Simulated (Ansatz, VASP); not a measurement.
LiF: VASP beside Ansatz

```
Li F
1.0
     0.00000    2.26075    1.59835
     2.26075    0.00000    1.59835
     2.26075    2.26075    0.00000
Li F
1 1
Cartesian
  0.0000 0.0000 0.0000
  2.2608 2.2608 1.5984
```

Alike in both runs: task single point; functional PBE; k mesh 12 × 12 × 12; occupations gaussian, width 0.05 eV; no spin polarisation.

```csv
,VASP,Ansatz
version,VASP 6.6.1,Ansatz 0.2.0
potentials or method,"VASP PAW PBE potentials, release 64 (Li_sv, F), cutoff 520 eV","scalar-relativistic, plane waves, PAW"
valence electrons in the cell,10,10
```

Ansatz gave:

- gap on the k mesh at the Fermi level (eV): 8.49
- least direct gap on the mesh (eV): 8.49

Q: Which values does VASP return?

A: gap on the k mesh at the Fermi level (eV): 8.47; least direct gap on the mesh (eV): 8.47.

With one functional, cell and mesh, what is left measures potentials, basis and numerics.

Noted on VASP's run: the cutoff is short for stress, so the pressure is rough.
